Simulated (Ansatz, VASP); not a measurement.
# One calculation of TaN, two programs

```
CELL_PARAMETERS angstrom
0.00000 2.33137 2.33137
2.18784 0.14352 2.18784
2.18784 2.18784 0.14352
ATOMIC_POSITIONS crystal
Ta 0.50000 0.50000 0.50000
N 0.00000 0.00000 0.00000
```

Change from the starting cell: strain +0.1312 x Voigt [0, 0, 0, 1, 0, 0], atoms carried along.

Alike in both runs: task single point; functional PBEsol; k mesh 24 × 24 × 24; occupations gaussian, width 0.15 eV; no spin polarisation.

|  | VASP | Ansatz |
| --- | --- | --- |
| version | VASP 6.6.1 | Ansatz 0.2.0 |
| potentials or method | VASP PAW PBE potentials, release 64 (Ta_sv_GW, N), cutoff 600 eV | scalar-relativistic, plane waves, PAW |
| valence electrons in the cell | 18 | 18 |

|  | VASP | Ansatz | Ansatz less VASP |
| --- | --- | --- | --- |
| gap on the k mesh at the Fermi level (eV) | none | none | - |
| pressure (GPa) | 2.2 | 2.2 | -0.07 |
| traceless stress, the component that is largest in VASP (GPa) | -7.25 | -7.27 | -0.016 |

VASP's potentials were made for PBE, not for PBEsol. A gap of «none» marks a metal or a gap that the smearing closes. The functional is the same, so the differences come from potentials, cutoffs and numerics.

Neither program's run includes spin-orbit coupling.
